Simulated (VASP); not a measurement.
C, 2 atoms in the cell. Symmetry: R-3m, No. 166, trigonal system. The conventional cell has a = 2.506 Å, b = 2.506 Å, c = 10.253 Å, α = 90.00°, β = 90.00°, γ = 120.00°. Within 1.9 Å of C (site symmetry 3m) lie 3 C at 1.45 Å. 

* Program: VASP 6.6.1
* Task: single point
* Functional: PBE
* Dispersion: D3(BJ)
* Potentials or basis: VASP PAW PBE potentials, release 64 (C)
* Cutoff: 520 eV
* k mesh: 15 × 15 × 15
* Occupations: gaussian, width 0.05 eV
* Spin: no spin polarisation
* Dipole correction: no
* Further INCAR settings: ALGO = Normal; EDIFF = 1e-06; NBANDS = 11

Potentials or basis: VASP PAW PBE potentials, release 64 (C).

Launch:

```console
$ cat potpaw_PBE.64/C/POTCAR > POTCAR
$ mpirun -np 1 vasp_std > vasp.out
```

Hardware: 1 thread of Intel(R) Xeon(R) Platinum 8488C (Sapphire Rapids), on a shared host.

**Question.** How long does it take, and how much memory?

**Answer.** Run time: 49 s on 1 thread of Intel(R) Xeon(R) Platinum 8488C (Sapphire Rapids) (shared host), peak memory 0.2 GiB. Counts: scf iterations 11, k points 344.
